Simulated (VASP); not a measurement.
# AlNi (P4/mmm) in VASP: further runs

Runs on AlNi. Level: PBEsol. Tasks: single point.

Program: VASP 6.6.1. These are calculated values, not measurements. Logs are shortened: lines on timing, memory, paths and dates and some standing lists are left out, and cuts for length are marked.

### Step 1. The cell of the first run

The structure is tetragonal, space group P4/mmm (No. 123). The conventional cell has a = 2.898 Å, b = 2.898 Å, c = 2.792 Å, α = 90.00°, β = 90.00°, γ = 90.00°. Al (site symmetry 4/mmm) has 8 Ni at 2.48 Å and 6 Al at 2.79 to 2.90 Å within 3.3 Å. Within 3.3 Å of Ni (site symmetry 4/mmm) lie 8 Al at 2.48 Å and 6 Ni at 2.79 to 2.90 Å.

### Step 2. Single point, PBEsol

The input, INCAR:

```
PREC = Accurate
ENCUT = 520
EDIFF = 1E-7
ISMEAR = 0
SIGMA = 0.15
LREAL = F
LASPH = T
NELM = 100
ALGO = Fast
ISIF = 2
LWAVE = F
LCHARG = F
GGA = PS
NBANDS = 14
```

The input, KPOINTS:

```
Automatic mesh
0
Gamma
  24 24 24
```

The input, POSCAR:

```
AlNi
1.0
    2.0490209543     -2.0490429528      0.0000000000
    2.0490209543      2.0490429528      0.0000000000
    0.0000000000      0.0000000000      2.7923718395
Al Ni
1 1
Direct
    0.0000000000      0.0000000000      0.0000000000
    0.5000000000      0.5000000000      0.5000000000
```

Potentials or basis: VASP PAW PBE potentials, release 64 (Al, Ni).

Started as:

```
> cat potpaw_PBE.64/Al/POTCAR potpaw_PBE.64/Ni/POTCAR > POTCAR
> mpirun -np 1 vasp_std > vasp.out
```

OUTCAR:

```text
PREC = Accurate
   ENCUT = 520
   EDIFF = 1E-7
   ISMEAR = 0
   LREAL = F
   LASPH = T
   NELM = 100
   ISIF = 2
   GGA = PS

 ion  position               nearest neighbor table
   1  0.000  0.000  0.000-   2 2.48   2 2.48   2 2.48   2 2.48   2 2.48   2 2.48   2 2.48   2 2.48

   2  0.500  0.500  0.500-   1 2.48   1 2.48   1 2.48   1 2.48   1 2.48   1 2.48   1 2.48   1 2.48

  LATTYP: Found a base centered orthorhombic cell.
 ALAT       =     4.0980419086
 B/A-ratio  =     1.0000107361
 C/A-ratio  =     0.6813917236

  Lattice vectors:

 A1 = (   2.0490209543,  -2.0490429528,   0.0000000000)
 A2 = (   2.0490209543,   2.0490429528,   0.0000000000)
 A3 = (   0.0000000000,   0.0000000000,   2.7923718395)

Analysis of symmetry for initial positions (statically):
=====================================================================
 Subroutine PRICEL returns:
 Original cell was already a primitive cell.

 Routine SETGRP: Setting up the symmetry group for a
 base centered orthorhombic supercell.

 Subroutine GETGRP returns: Found  8 space group operations
 (whereof  8 operations were pure point group operations)
 out of a pool of  8 trial point group operations.

The static configuration has the point symmetry D_2h.

Analysis of symmetry for dynamics (positions and initial velocities):
=====================================================================
 Subroutine PRICEL returns:
 Original cell was already a primitive cell.

 Routine SETGRP: Setting up the symmetry group for a
 base centered orthorhombic supercell.

 Subroutine GETGRP returns: Found  8 space group operations
 (whereof  8 operations were pure point group operations)
 out of a pool of  8 trial point group operations.

The dynamic configuration has the point symmetry D_2h.

 Subroutine INISYM returns: Found  8 space group operations
 (whereof  8 operations are pure point group operations),
 and found     1 'primitive' translations

----------------------------------------------------------------------------------------

                                     Primitive cell

  volume of cell :      23.4477

  direct lattice vectors                    reciprocal lattice vectors
     2.049020954 -2.049042953  0.000000000     0.244018978 -0.244016359  0.000000000
     2.049020954  2.049042953  0.000000000     0.244018978  0.244016359  0.000000000
     0.000000000  0.000000000  2.792371839     0.000000000  0.000000000  0.358118495

  length of vectors
     2.897768778  2.897768778  2.792371839     0.345093096  0.345093096  0.358118495

[... 92 lines left out ...]
   NUPDOWN=      -1.0000    fix difference up-down
   EMIN   =  10.00;   EMAX   =-10.00  energy-range for DOS
   EFERMI =   0.00;   METHOD = LEGACY
   ISMEAR =     0;   SIGMA  =   0.15  broadening in eV -4-tet -1-fermi 0-gaus
   EFERMI_NEDOS =   21; number of points for ismear=-14 and -15
   IALGO  =     68    algorithm
   IMIX   =      4    mixing-type and parameters
     AMIX     =   0.40;   BMIX     =  1.00
     AMIX_MAG =   1.60;   BMIX_MAG =  1.00
  volume/ion in A,a.u.               =      11.72        79.12
  Fermi-wavevector in a.u.,A,eV,Ry     =   1.344897  2.541487 24.609512  1.808748
  Thomas-Fermi vector in A             =   2.472854
   LORBIT       =      0    0 simple, 1 ext, 2 COOP (PROOUT), +10 PAW based schemes
   GGA     = PS    functional components
   LHFCALC =     F    Hartree Fock is set to
   AEXX    =    0.0000 exact exchange contribution
   IVDW    =     0    specifies the selected vdW correction
   LEPSILON=     F    determine dielectric tensor
   LRPA    =     F    only Hartree local field effects (RPA)
 non-spin polarized calculation
 RMM-DIIS sequential band-by-band and
 Gauss-broadening in eV      SIGMA  =   0.15
  energy-cutoff  :      520.00
  volume of cell :       23.45
 maximum number of plane-waves:       652
 NGX is ok and might be reduce to    24

 number of electron      13.0000008 magnetization

 Free energy of the ion-electron system (eV)
  ---------------------------------------------------
  ext. energy  EPLUGINS =         0.00000000
  ---------------------------------------------------
  free energy    TOTEN  =       -11.58504548 eV

  energy without entropy =      -11.57582789  energy(sigma->0) =      -11.58043668

 E-fermi :  10.1590     XC(G=0): -12.2616

 val. band max:       10.1580652628   @ k =  -0.3333   0.2917   0.0000
 cond. band min:      10.1643732866   @ k =   0.3333   0.1250   0.1250
 fundamental gap:      0.0063080237
 Fermi energy:        10.1590116665

 k-point     1 :       0.0000    0.0000    0.0000
  band No.  band energies     occupation
      1      -1.1185      2.00000
      2       6.8105      2.00000
      3       6.8348      2.00000
      4       8.5043      2.00000
      5       8.6152      2.00000
      6       8.6152      2.00000
      7      15.2947      0.00000
      8      15.2948      0.00000
      9      16.6586      0.00000
     10      18.2135      0.00000
     11      18.4531      0.00000
     12      24.3099      0.00000
     13      30.7155      0.00000
     14      31.5984      0.00000
[... 377 lines left out ...]
      1       2.5201      2.00000
      2       3.7983      2.00000
      3       7.2848      2.00000
      4       7.7798      2.00000
      5       8.0062      2.00000
      6       8.6846      2.00000
      7       9.4291      2.00000
      8      18.1149      0.00000
      9      19.3343      0.00000
     10      20.7172      0.00000
     11      21.1682      0.00000
     12      22.3362      0.00000
     13      24.6526      0.00000
     14      25.9210      0.00000

 [... further k-points ...]

------------------------ aborting loop because EDIFF is reached ----------------------------------------

  FORCE on cell =-STRESS in cart. coord.  units (eV):
  Direction    XX          YY          ZZ          XY          YZ          ZX
  --------------------------------------------------------------------------------------
  -------------------------------------------------------------------------------------
  Total       -0.1450469     -0.1454596      0.3526209     -0.0000000      0.0000000      0.0000000
  in kB       -9.9110190     -9.9392203     24.0944986     -0.0000000      0.0000000      0.0000000
  external PRESSURE =       1.4147531 kB  Pullay stress =       0.0000000 kB

 VOLUME and BASIS-vectors are now :
 -----------------------------------------------------------------------------
  energy-cutoff  :      520.00
  volume of cell :       23.45
      direct lattice vectors                 reciprocal lattice vectors
     2.049020954 -2.049042953  0.000000000     0.244018978 -0.244016359  0.000000000
     2.049020954  2.049042953  0.000000000     0.244018978  0.244016359  0.000000000
     0.000000000  0.000000000  2.792371839     0.000000000  0.000000000  0.358118495

 POSITION                                       TOTAL-FORCE (eV/Angst)
 -----------------------------------------------------------------------------------
      0.00000      0.00000      0.00000         0.000000      0.000000      0.000000
      2.04902      0.00000      1.39619        -0.000000     -0.000000      0.000000
 -----------------------------------------------------------------------------------
    total drift:                                0.000000     -0.000000     -0.000000

  FREE ENERGIE OF THE ION-ELECTRON SYSTEM (eV)
  ---------------------------------------------------
  free  energy   TOTEN  =       -11.5850454771 eV

  energy  without entropy=      -11.5758278863  energy(sigma->0) =      -11.58043668
```

OSZICAR:

```text
N       E                     dE             d eps       ncg     rms          rms(c)
DAV:   1     0.396081807475E+02    0.39608E+02   -0.53840E+03 58150   0.974E+02
DAV:   2    -0.114928488122E+02   -0.51101E+02   -0.46200E+02 61324   0.180E+02
DAV:   3    -0.132177298779E+02   -0.17249E+01   -0.17079E+01 72528   0.366E+01
DAV:   4    -0.132401987082E+02   -0.22469E-01   -0.22463E-01 68108   0.382E+00
DAV:   5    -0.132408604022E+02   -0.66169E-03   -0.66168E-03 73562   0.712E-01    0.129E+01
RMM:   6    -0.153097035858E+02   -0.20688E+01   -0.15861E+01 69898   0.498E+01    0.174E+01
RMM:   7    -0.116037625466E+02    0.37059E+01   -0.43596E+00 64239   0.255E+01    0.123E+00
RMM:   8    -0.115964429277E+02    0.73196E-02   -0.95149E-02 61265   0.307E+00    0.765E-01
RMM:   9    -0.115893402337E+02    0.71027E-02   -0.31569E-02 65152   0.114E+00    0.587E-01
RMM:  10    -0.115850323189E+02    0.43079E-02   -0.85731E-03 70013   0.117E+00    0.144E-01
RMM:  11    -0.115852260260E+02   -0.19371E-03   -0.89208E-04 77903   0.351E-01    0.137E-01
RMM:  12    -0.115850358101E+02    0.19022E-03   -0.33696E-04 78213   0.199E-01    0.248E-02
RMM:  13    -0.115850436886E+02   -0.78785E-05   -0.94312E-05 79935   0.656E-02    0.643E-03
RMM:  14    -0.115850452481E+02   -0.15595E-05   -0.16082E-05 86922   0.271E-02    0.494E-03
RMM:  15    -0.115850455658E+02   -0.31774E-06   -0.18002E-06 76724   0.112E-02    0.667E-03
RMM:  16    -0.115850454771E+02    0.88707E-07   -0.82121E-07 67345   0.957E-03
   1 F= -.11585045E+02 E0= -.11580437E+02  d E =-.921759E-02
```

Wall time 14 min (1 thread of Intel Xeon 8259CL, shared host); peak memory 0.75 GiB.

Results:

```
Free energy            : -11.5850 eV
Pressure               : 0.1 GPa
Band gap on the k mesh : zero (an odd number of electrons rules out a gap without spin polarisation)
```

Levels at points of the mesh, in eV from the Fermi level:
```
           k point  band 5  band 6  band 7  band 8  band 9  band 10
(0.00, 0.00, 0.00)   -1.54   -1.54    5.14    5.14    6.50     8.05
(0.50, 0.00, 0.00)   -2.16   -1.46   -0.75    8.28    9.62    10.60
(0.50, 0.50, 0.00)   -2.03   -2.03   -1.10    1.26    2.37    13.15
(0.00, 0.00, 0.50)   -2.38   -1.54   -0.47    8.33    9.77     9.77
(0.50, 0.00, 0.50)   -2.21   -2.17   -1.02    1.63    2.70    12.21
(0.50, 0.50, 0.50)   -0.97    1.94    1.94    2.02    3.91     4.29
```

Caveat: the PAW data sets were made with another functional, which shifts forces and pressure a little.

### Step 3. Single point, PBEsol

This run uses another cell than the first one, of the same volume but with other edges.

The input, INCAR:

```
SYSTEM = AlNi
ALGO = Fast
EDIFF = 1E-6
ENCUT = 520
GGA = PS
ISIF = 2
ISMEAR = 0
LASPH = .True.
LCHARG = .True.
LELF = .True.
LREAL = .False.
LVHAR = .True.
LWAVE = .False.
NBANDS = 14
NELM = 80
PREC = Accurate
SIGMA = 0.15
```

The input, KPOINTS:

```
k-points
0
Gamma
  24 24 24
  0 0 0
```

The input, POSCAR:

```
AlNi
1.0
    1.9887203192     -1.9887416704      0.0000000000
    1.9887203192      1.9887416704      0.0000000000
    0.0000000000      0.0000000000      2.9642759259
Al Ni
1 1
Direct
    0.0000000000      0.0000000000      0.0000000000
    0.5000000000      0.5000000000      0.5000000000
```

Potentials or basis: VASP PAW PBE potentials, release 64 (Al, Ni).

Started as:

```
> cat potpaw_PBE.64/Al/POTCAR potpaw_PBE.64/Ni/POTCAR > POTCAR
> mpirun -np 1 vasp_std > vasp.out
```

Run time: 15 min. Hardware: 1 thread of Intel Xeon 8259CL, shared host; peak memory 0.75 GiB.

The run converged. Its results:

| Property | Result |
| --- | --- |
| Free energy | -11.5813 eV |
| Pressure | 0.6 GPa |
| Band gap on the k mesh | zero (an odd number of electrons rules out a gap without spin polarisation) |

Stress tensor (GPa, compression positive):
```
 1.71  0.00  0.00
 0.00  1.71  0.00
 0.00  0.00 -1.77
```

Levels at points of the mesh, in eV from the Fermi level:
| k point | band 4 | band 5 | band 6 | band 7 | band 8 | band 9 | band 10 | band 11 |
| --- | --- | --- | --- | --- | --- | --- | --- | --- |
| (0.00, 0.00, 0.00) | -1.63 | -1.63 | -1.48 | 4.36 | 6.23 | 6.23 | 7.88 | 8.42 |
| (0.50, 0.00, 0.00) | -2.51 | -2.20 | -1.52 | -0.53 | 8.24 | 9.01 | 10.29 | 10.76 |
| (0.50, 0.50, 0.00) | -2.69 | -2.28 | -2.28 | -0.96 | 1.83 | 2.91 | 11.69 | 14.57 |
| (0.00, 0.00, 0.50) | -2.21 | -2.21 | -1.42 | -0.92 | 8.34 | 10.56 | 10.56 | 11.27 |
| (0.50, 0.00, 0.50) | -2.91 | -2.08 | -2.03 | -1.10 | 1.36 | 2.43 | 12.97 | 15.41 |
| (0.50, 0.50, 0.50) | -1.08 | -0.94 | 1.90 | 2.02 | 2.02 | 3.92 | 4.37 | 4.37 |

Caveat: the PAW data sets were made with another functional, which shifts forces and pressure a little. Spin polarisation is off, so any magnetic state and its effect on volume and gap are missing.
